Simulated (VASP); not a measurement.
EuN3H6 (Eu(NH2)3), 10 atoms in the cell. The cell holds a molecule in a box, 10 atoms: a = 13.970 Å, b = 14.700 Å, c = 9.640 Å, α = 90.00°, β = 90.00°, γ = 90.00°. 

| Item | Value |
| --- | --- |
| Program | VASP 6.6.1 |
| Task | single point |
| Functional | PBE |
| Potentials or basis | VASP PAW PBE potentials, release 64 (Eu, N, H) |
| Cutoff | 520 eV |
| k mesh | 1 × 1 × 1 |
| Occupations | gaussian, width 0.01 eV |
| Spin | collinear spin, ferromagnetic start |
| Starting moments | [6.0, 0.0, 0.0, 0.0, 0.0, 0.0, 0.0, 0.0, 0.0, 0.0] μB |
| Dipole correction | no |
| Further INCAR settings | ALGO = Normal; EDIFF = 1e-06; NBANDS = 34 |

Potentials or basis: VASP PAW PBE potentials, release 64 (Eu, N, H).

The run is started by

```bash
$ cat potpaw_PBE.64/Eu/POTCAR potpaw_PBE.64/N/POTCAR potpaw_PBE.64/H/POTCAR > POTCAR
$ mpirun -np 1 vasp_gam > vasp.out
```

Hardware: 1 thread of Intel(R) Xeon(R) 6975P-C (Granite Rapids), with other jobs on the host.

Q: Estimate the wall time of this run.

A: Wall time 15 min on 1 thread of Intel(R) Xeon(R) 6975P-C (Granite Rapids) (shared host), peak memory 2.1 GiB. Counts: scf iterations 81, k points 1.
